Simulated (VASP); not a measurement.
## H10SO4: single point with PBE+D3(BJ)

The system is H10SO4.

```xyz
15
Lattice="5.3100 0.0000 0.0000 0.0000 5.3100 0.0000 0.0000 0.0000 5.3100" Properties=species:S:1:pos:R:3 pbc="T T T"
O     2.2887    3.4654   -0.0351
O     4.5552    0.3983   -0.5655
O     0.2393    4.2586    1.2007
O     4.8232    2.9550    3.4175
H     2.8828    4.2597    0.1240
H     2.5492    2.6871    0.6329
H     4.5667    1.3573   -0.7756
H     5.0908    0.1512    0.1913
H     0.1908    3.7737    2.0432
H     0.9832    3.8392    0.6865
H     4.6146    3.6407    4.0854
H     3.9202    2.9190    3.0651
H     4.2431    0.7990    1.9463
H     2.3791    0.9726    2.9526
S     2.8869    0.7060    1.7424
```

- Program: VASP 6.6.1
- Task: single point
- Functional: PBE
- Dispersion: D3(BJ)
- Potentials or basis: VASP PAW PBE potentials, release 64 (O, H, S)
- Cutoff: 520 eV
- k mesh: 1 × 1 × 1
- Occupations: fermi-dirac, width 0.05 eV
- Spin: no spin polarisation

| Item | Value |
| --- | --- |
| Pressure | 1.4 GPa |
| Largest force | 2.174 eV/Å |
| Band gap on the k mesh | 4.29 eV |
| Dispersion energy per atom | -0.047 eV |

Forces on the atoms (eV/Å):
```
O    1.242 -1.369  0.915
O   -1.439  0.508 -1.548
O   -0.184  0.245  0.047
O   -0.623  0.050  0.430
H   -0.456 -0.968  0.162
H   -0.126  1.611 -1.378
H    0.447 -0.345  0.102
H    0.628 -0.179  1.065
H   -0.254  0.011  0.471
H    0.296  0.252 -0.133
H    0.782  0.508  0.397
H   -0.328 -0.510 -0.653
H   -0.827 -0.008  0.551
H    0.458  0.011  0.289
S    0.383  0.182 -0.716
```

Stress tensor (GPa, compression positive):
```
 1.55 -0.40  0.17
-0.40 -1.32  1.74
 0.17  1.74  3.83
```

Levels at points of the mesh, in eV from the valence-band top:
| k point | band 18 | band 19 | band 20 | band 21 | band 22 | band 23 |
| --- | --- | --- | --- | --- | --- | --- |
| (0.00, 0.00, 0.00) | -0.64 | -0.44 | 0.00 | 4.29 | 5.72 | 6.40 |

Run time: 9.2 s on 1 thread of Intel(R) Xeon(R) Platinum 8488C (Sapphire Rapids), with other jobs on the host, peak memory 0.24 GiB.

Caveat: the k points lie up to 1.18 Å⁻¹ apart.
